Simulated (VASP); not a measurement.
Write the native input for VASP 6.6.1 that does the following.

```yaml
Task: relaxation of cell and atoms
Functional: PBEsol
Potentials_or_basis: VASP PAW PBE potentials, release 64 (Zn, O)
Cutoff: 600 eV
k_mesh: 8 × 8 × 5
Occupations: fermi-dirac, width 0.02 eV
Spin: no spin polarisation
Dipole_correction: no
Further_INCAR_settings: ALGO = Normal; EDIFF = 1e-07; IBRION = 2; EDIFFG = -0.01; NSW = 80; ISIF = 3
```

The structure of ZnO (zincite) lies in POSCAR:

```
ZnO
1.0
    3.2493080000      0.0000000000      0.0000000000
   -1.6246540000      2.8139832727      0.0000000000
    0.0000000000      0.0000000000      5.2057090000
Zn O
2 2
Direct
    0.3333333333      0.6666666667      0.4990859689
    0.6666666667      0.3333333333     -0.0009140311
    0.6666666667      0.3333333333      0.3799240311
    0.3333333333      0.6666666667      0.8799240311
```

The input as run:

INCAR

```
PREC = Accurate
ENCUT = 600
EDIFF = 1E-7
ISMEAR = -1
SIGMA = 0.02
LREAL = False
LASPH = True
NELM = 120
ALGO = Normal
ISIF = 3
LWAVE = False
LCHARG = False
GGA = PS
IBRION = 2
NSW = 80
EDIFFG = -0.01
GGA_COMPAT = False
NELMIN = 4
```

KPOINTS

```
regular mesh
0
Gamma
  8 8 5
```

Potentials or basis: VASP PAW PBE potentials, release 64 (Zn, O).

Command:

```sh
$ cat potpaw_PBE.64/Zn/POTCAR potpaw_PBE.64/O/POTCAR > POTCAR
$ mpirun -np 1 vasp_std > vasp.out
```

Results of the run:

| Item | Value |
| --- | --- |
| Relaxed volume | 11.85 Å³/atom |
| Relaxed cell | a = 3.236 Å, b = 3.236 Å, c = 5.224 Å, α = 90.00°, β = 90.00°, γ = 120.00° |
| Space group after relaxing (to 0.05 Å) | P6_3mc (No. 186) |
| Energy gained by relaxing | 0.3 meV/atom |
| Ionic steps | 7 |
| Pressure after relaxing | 0.0 GPa |
| Largest force after relaxing | 0.009 eV/Å |
| Band gap on the k mesh | 0.68 eV, direct |

Caveat: the PAW data sets were made with another functional, which shifts forces and pressure a little.

It took 5.3 min on 1 thread of Intel Xeon 8259CL, with other jobs on the host, peak memory 0.2 GiB.
